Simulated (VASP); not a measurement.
# FeI3 (Pm-3m) in VASP: single point with PBE

Aim: the single point of FeI3 with PBE.

Everything below comes from runs of VASP 6.6.1. Logs are shortened: lines on timing, memory, paths and dates and some standing lists are left out, and cuts for length are marked.

## (1) The cell of the first run

The structure is cubic, space group Pm-3m (No. 221). The conventional cell has a = 5.560 Å, b = 5.560 Å, c = 5.560 Å, α = 90.00°, β = 90.00°, γ = 90.00°. Within 3.7 Å of Fe (site symmetry m-3m) lie 6 I at 2.78 Å. Within 3.7 Å of I (site symmetry 4/mmm) lie 2 Fe at 2.78 Å.

## (2) Single point, PBE, collinear spin, antiferromagnetic start (volume scaled by 1.020)

Input file INCAR:

```
PREC = Accurate
ENCUT = 520
EDIFF = 1E-6
ISMEAR = 0
SIGMA = 0.05
LREAL = False
LASPH = True
NELM = 150
ALGO = Normal
ISIF = 2
LWAVE = False
LCHARG = False
ISPIN = 2
MAGMOM = 3.71 -3.71 0 0 0 0 0 0
LORBIT = 11
LMAXMIX = 4
GGA = PE
NBANDS = 43
```

Input file KPOINTS:

```
regular mesh
0
Gamma
  6 6 3
```

Input file POSCAR:

```
FeI3
1.0
    5.5603047249      0.0000000000      5.5603047249
    0.0000000000      5.5603047249      5.5603047249
    0.0000000000      0.0000000000     11.1206094498
Fe I
2 6
Direct
    0.0000000000      0.0000000000      0.0000000000
    0.0000000000      0.0000000000      0.5000000000
    0.5000000000      0.0000000000      0.7500000000
    0.0000000000      0.0000000000      0.2500000000
    0.0000000000      0.5000000000      0.7500000000
    0.5000000000      0.0000000000      0.2500000000
    0.0000000000      0.0000000000      0.7500000000
    0.0000000000      0.5000000000      0.2500000000
```

Potentials or basis: VASP PAW PBE potentials, release 64 (Fe, I).

The run is started by

```sh
$ cat potpaw_PBE.64/Fe/POTCAR potpaw_PBE.64/I/POTCAR > POTCAR
$ mpirun -np 1 vasp_std > vasp.out
```

OUTCAR:

```text
PREC = Accurate
   ENCUT = 520
   EDIFF = 1E-6
   ISMEAR = 0
   LREAL = False
   LASPH = True
   NELM = 150
   ISIF = 2
   ISPIN = 2
   LORBIT = 11
   GGA = PE

 ion  position               nearest neighbor table
   1  0.000  0.000  0.000-   3 2.78   4 2.78   5 2.78   7 2.78   8 2.78   6 2.78
   2  0.000  0.000  0.500-   4 2.78   6 2.78   7 2.78   8 2.78   5 2.78   3 2.78
   3  0.500  0.000  0.750-   2 2.78   1 2.78
   4  0.000  0.000  0.250-   1 2.78   2 2.78
   5  0.000  0.500  0.750-   2 2.78   1 2.78
   6  0.500  0.000  0.250-   1 2.78   2 2.78
   7  0.000  0.000  0.750-   1 2.78   2 2.78
   8  0.000  0.500  0.250-   1 2.78   2 2.78

  LATTYP: Found a face centered cubic cell.
 ALAT       =    11.1206094498

  Lattice vectors:

 A1 = (   5.5603047249,  -5.5603047249,   0.0000000000)
 A2 = (   5.5603047249,   0.0000000000,   5.5603047249)
 A3 = (   0.0000000000,  -5.5603047249,   5.5603047249)

Analysis of symmetry for initial positions (statically):
=====================================================================
 Subroutine PRICEL returns following result:

  LATTYP: Found a simple cubic cell.
 ALAT       =     5.5603047249

  Lattice vectors:

 A1 = (   0.0000000000,  -5.5603047249,   0.0000000000)
 A2 = (   5.5603047249,   0.0000000000,   0.0000000000)
 A3 = (   0.0000000000,   0.0000000000,   5.5603047249)

   2 primitive cells build up your supercell.

 Routine SETGRP: Setting up the symmetry group for a
 face centered cubic supercell.

 Subroutine GETGRP returns: Found 48 space group operations
 (whereof 48 operations were pure point group operations)
 out of a pool of 48 trial point group operations.

The static configuration has the point symmetry O_h .

Analysis of symmetry for dynamics (positions and initial velocities):
=====================================================================
 Subroutine PRICEL returns following result:

  LATTYP: Found a simple cubic cell.
 ALAT       =     5.5603047249

  Lattice vectors:

 A1 = (   0.0000000000,  -5.5603047249,   0.0000000000)
 A2 = (   5.5603047249,   0.0000000000,   0.0000000000)
 A3 = (   0.0000000000,   0.0000000000,   5.5603047249)

   2 primitive cells build up your supercell.

 Routine SETGRP: Setting up the symmetry group for a
 face centered cubic supercell.

 Subroutine GETGRP returns: Found 48 space group operations
 (whereof 48 operations were pure point group operations)
 out of a pool of 48 trial point group operations.

The dynamic configuration has the point symmetry O_h .

Analysis of structural, dynamic, and magnetic symmetry:
=====================================================================
 Subroutine PRICEL returns following result:

  LATTYP: Found a simple cubic cell.
 ALAT       =     5.5603047249

  Lattice vectors:

 A1 = (   0.0000000000,  -5.5603047249,   0.0000000000)
 A2 = (   5.5603047249,   0.0000000000,   0.0000000000)
 A3 = (   0.0000000000,   0.0000000000,   5.5603047249)

   2 primitive cells build up your supercell.

 Routine SETGRP: Setting up the symmetry group for a
 face centered cubic supercell.

 Subroutine GETGRP returns: Found 48 space group operations
 (whereof 48 operations were pure point group operations)
 out of a pool of 48 trial point group operations.

The overall configuration has the point symmetry O_h .

 Subroutine INISYM returns: Found 48 space group operations
 (whereof 48 operations are pure point group operations),
 and found     2 'primitive' translations

----------------------------------------------------------------------------------------

                                     Primitive cell

  volume of cell :     171.9079

  direct lattice vectors                    reciprocal lattice vectors
     0.000000000 -5.560304725  0.000000000     0.000000000 -0.179846258  0.000000000
     5.560304725  0.000000000  0.000000000     0.179846258  0.000000000  0.000000000
     0.000000000  0.000000000  5.560304725     0.000000000  0.000000000  0.179846258

  length of vectors
     5.560304725  5.560304725  5.560304725     0.179846258  0.179846258  0.179846258

  position of ions in fractional coordinates (direct lattice)
     0.000000000  0.000000000  0.000000000
     0.000000000  0.500000000  1.000000000
     0.000000000  0.000000000  0.500000000
     0.500000000  0.000000000  1.000000000

  ion indices of the primitive-cell ions
   primitive index   ion index
                 1           1
                 2           3
                 3           4
                 4           5

----------------------------------------------------------------------------------------

 KPOINTS: regular mesh

Automatic generation of k-mesh.
 Grid dimensions read from file:
 generate k-points for:    6    6    3

 Generating k-lattice:

  Cartesian coordinates                     Fractional coordinates (reciprocal lattice)
     0.029974376  0.000000000  0.000000000     0.166666667  0.000000000  0.000000000
     0.000000000  0.029974376  0.000000000     0.000000000  0.166666667  0.000000000
    -0.029974376 -0.029974376  0.029974376     0.000000000  0.000000000  0.333333333

  Length of vectors
     0.029974376  0.029974376  0.051917143

  Shift w.r.t. Gamma in fractional coordinates (k-lattice)
     0.000000000  0.000000000  0.000000000

 Subroutine IBZKPT returns following result:
 ===========================================

 Found     10 irreducible k-points:

 Following reciprocal coordinates:
            Coordinates               Weight
  0.000000  0.000000  0.000000      1.000000
  0.166667  0.000000  0.000000      6.000000
  0.333333  0.000000  0.000000      6.000000
  0.500000  0.000000  0.000000      3.000000
  0.166667  0.166667  0.000000     12.000000
  0.333333  0.166667  0.000000     24.000000
  0.500000  0.166667  0.000000     12.000000
  0.333333  0.333333  0.000000     12.000000
  0.000000  0.000000  0.333333      8.000000
  0.500000  0.000000  0.333333     24.000000
   k-points           NKPTS =     10   k-points in BZ     NKDIM =     10   number of bands    NBANDS=     43
   number of dos      NEDOS =    301   number of ions     NIONS =      8
   total plane-waves  NPLWV = 302400
   dimension x,y,z NGX =    60 NGY =   60 NGZ =   84
   dimension x,y,z NGXF=   120 NGYF=  120 NGZF=  168
   ions per type =               2   6
   NGX,Y,Z   is equivalent  to a cutoff of  12.68, 12.68, 12.56 a.u.
   NGXF,Y,Z  is equivalent  to a cutoff of  25.37, 25.37, 25.11 a.u.
 SYSTEM =  unknown system
   PREC   = accura    normal or accurate (medium, high low for compatibility)
   ISTART =      0    job   : 0-new  1-cont  2-samecut
   ICHARG =      2    charge: 1-file 2-atom 10-const
   ISPIN  =      2    spin polarized calculation?
   LNONCOLLINEAR =      F non collinear calculations
   LSORBIT =      F    spin-orbit coupling
   LASPH  =      T    aspherical Exc in radial PAW
   ENCUT  =  520.0 eV  38.22 Ry    6.18 a.u.  14.62 14.62 20.68*2*pi/ulx,y,z
   NELM   =    150;   NELMIN=  2; NELMDL= -5     # of ELM steps
   EDIFF  = 0.1E-05   stopping-criterion for ELM
   LREAL  =      F    real-space projection
   EDIFFG = 0.1E-04   stopping-criterion for IOM
   NSW    =      0    number of steps for IOM
   IBRION =     -1    ionic relax: 0-MD 1-quasi-New 2-CG
   NFREE  =      0    steps in history (QN), initial steepest desc. (CG)
   ISIF   =      2    stress and relaxation
   ISYM   =      2    0-nonsym 1-usesym 2-fastsym
   POTIM  = 0.5000    time-step for ionic-motion
   TEBEG  =    0.0;   TEEND  =   0.0 temperature during run
   PSTRESS=    0.0 pullay stress
   NELECT =      58.0000    total number of electrons
   NUPDOWN=      -1.0000    fix difference up-down
   EMIN   =  10.00;   EMAX   =-10.00  energy-range for DOS
   EFERMI =   0.00;   METHOD = LEGACY
   ISMEAR =     0;   SIGMA  =   0.05  broadening in eV -4-tet -1-fermi 0-gaus
   EFERMI_NEDOS =   21; number of points for ismear=-14 and -15
   IALGO  =     38    algorithm
   IMIX   =      4    mixing-type and parameters
     AMIX     =   0.40;   BMIX     =  1.00
     AMIX_MAG =   1.60;   BMIX_MAG =  1.00
  volume/ion in A,a.u.               =      42.98       290.02
  Fermi-wavevector in a.u.,A,eV,Ry     =   0.904570  1.709390 11.132928  0.818247
  Thomas-Fermi vector in A             =   2.028033
   LORBIT       =     11    0 simple, 1 ext, 2 COOP (PROOUT), +10 PAW based schemes
   GGA     = PE    functional components
   LHFCALC =     F    Hartree Fock is set to
   AEXX    =    0.0000 exact exchange contribution
   IVDW    =     0    specifies the selected vdW correction
   LEPSILON=     F    determine dielectric tensor
   LRPA    =     F    only Hartree local field effects (RPA)
 spin polarized calculation
 Gauss-broadening in eV      SIGMA  =   0.05
  energy-cutoff  :      520.00
  volume of cell :      343.82
 maximum number of plane-waves:      9305
 NGX is ok and might be reduce to    60
   NGX = 29   NGY = 29   NGZ = 41

 number of electron      57.9999993 magnetization      -0.0000000

 number of electron      57.9999993 magnetization       0.0000000

 Free energy of the ion-electron system (eV)
  ---------------------------------------------------
  ext. energy  EPLUGINS =         0.00000000
  ---------------------------------------------------
  free energy    TOTEN  =       -25.10957957 eV

  energy without entropy =      -25.09978939  energy(sigma->0) =      -25.10468448

 E-fermi :   1.2850     XC(G=0):  -7.3708

 val. band max:        1.2800355401   @ k =   0.0000   0.0000   0.0000
 cond. band min:       1.3130746741   @ k =   0.5000   0.0000   0.0000
 fundamental gap:      0.0330391339
 Fermi energy:         1.2849878832

 spin component 1

 k-point     1 :       0.0000    0.0000    0.0000
  band No.  band energies     occupation
      1     -11.3876      1.00000
      2     -10.6151      1.00000
      3     -10.6151      1.00000
      4     -10.6151      1.00000
      5     -10.3380      1.00000
      6     -10.3380      1.00000
[... 429 lines left out ...]
     40       7.9191      0.00000
     41       7.9856      0.00000
 Fermi energy:         1.2849878832

 spin component 2

 k-point     1 :       0.0000    0.0000    0.0000
  band No.  band energies     occupation
      1     -11.3876      1.00000
      2     -10.6151      1.00000
      3     -10.6151      1.00000
      4     -10.6151      1.00000
      5     -10.3380      1.00000
      6     -10.3380      1.00000
[... 429 lines left out ...]
     40       7.9191      0.00000
     41       7.9856      0.00000
 [bands above 41 left out]

------------------------ aborting loop because EDIFF is reached ----------------------------------------

  FORCE on cell =-STRESS in cart. coord.  units (eV):
  Direction    XX          YY          ZZ          XY          YZ          ZX
  --------------------------------------------------------------------------------------
  -------------------------------------------------------------------------------------
  Total       -1.1569893     -1.1569893     -1.1569893      0.0000000      0.0000000     -0.0000000
  in kB       -5.3915562     -5.3915562     -5.3915562      0.0000000      0.0000000     -0.0000000
  external PRESSURE =      -5.3915562 kB  Pullay stress =       0.0000000 kB

 VOLUME and BASIS-vectors are now :
 -----------------------------------------------------------------------------
  energy-cutoff  :      520.00
  volume of cell :      343.82
      direct lattice vectors                 reciprocal lattice vectors
     5.560304725  0.000000000  5.560304725     0.179846258  0.000000000  0.000000000
     0.000000000  5.560304725  5.560304725     0.000000000  0.179846258  0.000000000
     0.000000000  0.000000000 11.120609450    -0.089923129 -0.089923129  0.089923129

 POSITION                                       TOTAL-FORCE (eV/Angst)
 -----------------------------------------------------------------------------------
      0.00000      0.00000      0.00000        -0.000000     -0.000000     -0.000000
      0.00000      0.00000      5.56030         0.000000     -0.000000     -0.000000
      2.78015      0.00000     11.12061        -0.000000     -0.000000     -0.000000
      0.00000      0.00000      2.78015        -0.000000      0.000000      0.000000
      0.00000      2.78015     11.12061        -0.000000     -0.000000     -0.000000
      2.78015      0.00000      5.56030        -0.000000      0.000000     -0.000000
      0.00000      0.00000      8.34046         0.000000     -0.000000      0.000000
      0.00000      2.78015      5.56030         0.000000     -0.000000     -0.000000
 -----------------------------------------------------------------------------------
    total drift:                               -0.000000     -0.000000      0.000000

  FREE ENERGIE OF THE ION-ELECTRON SYSTEM (eV)
  ---------------------------------------------------
  free  energy   TOTEN  =       -25.1095795744 eV

  energy  without entropy=      -25.0997893861  energy(sigma->0) =      -25.10468448

 total charge

# of ion       s       p       d       tot
------------------------------------------
    1        0.305   0.280   6.008   6.593
    2        0.305   0.280   6.008   6.593
    3        1.516   2.735   0.018   4.269
    4        1.516   2.735   0.018   4.269
    5        1.516   2.735   0.018   4.269
    6        1.516   2.735   0.018   4.269
    7        1.516   2.735   0.018   4.269
    8        1.516   2.735   0.018   4.269
--------------------------------------------------
tot          9.709  16.971  12.121  38.801

 magnetization (x)

# of ion       s       p       d       tot
------------------------------------------
    1        0.011   0.000   3.335   3.346
    2       -0.011  -0.000  -3.335  -3.346
    3        0.000   0.000   0.000   0.000
    4        0.000   0.000   0.000   0.000
    5        0.000   0.000   0.000   0.000
    6        0.000   0.000   0.000   0.000
    7        0.000   0.000   0.000   0.000
    8        0.000   0.000   0.000   0.000
--------------------------------------------------
tot         -0.000   0.000   0.000  -0.000
```

Wall time 21 min (1 thread of Intel Xeon 8259CL, shared host); peak memory 0.98 GiB.

What came out:

```yaml
Free_energy: -25.1096 eV
Pressure: -0.5 GPa
Band_gap_on_the_k_mesh: zero (filled and empty bands overlap)
Net_moment: 0.00 μB per cell
Site_moments: Fe +3.35, -3.35; I +0.00 μB
Valence_electrons_inside_the_program's_atomic_spheres: Fe 6.59; I 4.27
```

Levels at points of the mesh, in eV from the Fermi level:
Spin up:
| k point | band 25 | band 26 | band 27 | band 28 | band 29 | band 30 | band 31 | band 32 | band 33 | band 34 |
| --- | --- | --- | --- | --- | --- | --- | --- | --- | --- | --- |
| (0.00, 0.00, 0.00) | -0.57 | -0.57 | -0.01 | -0.01 | 0.00 | 0.04 | 0.04 | 0.04 | 1.16 | 1.47 |
| (0.50, 0.00, 0.00) | -1.17 | -1.17 | -0.72 | -0.72 | -0.15 | -0.01 | 0.03 | 0.32 | 0.32 | 1.45 |
Spin down:
| k point | band 27 | band 28 | band 29 | band 30 | band 31 | band 32 |
| --- | --- | --- | --- | --- | --- | --- |
| (0.00, 0.00, 0.00) | -0.01 | -0.01 | 0.00 | 0.04 | 0.04 | 0.04 |
| (0.50, 0.00, 0.00) | -0.72 | -0.72 | -0.15 | -0.01 | 0.03 | 0.32 |

Caveat: spin-orbit coupling is left out, which moves the levels of the heavy elements; semilocal functionals often make such compounds metallic where correlation or magnetic order opens a gap, which also shifts bond lengths.
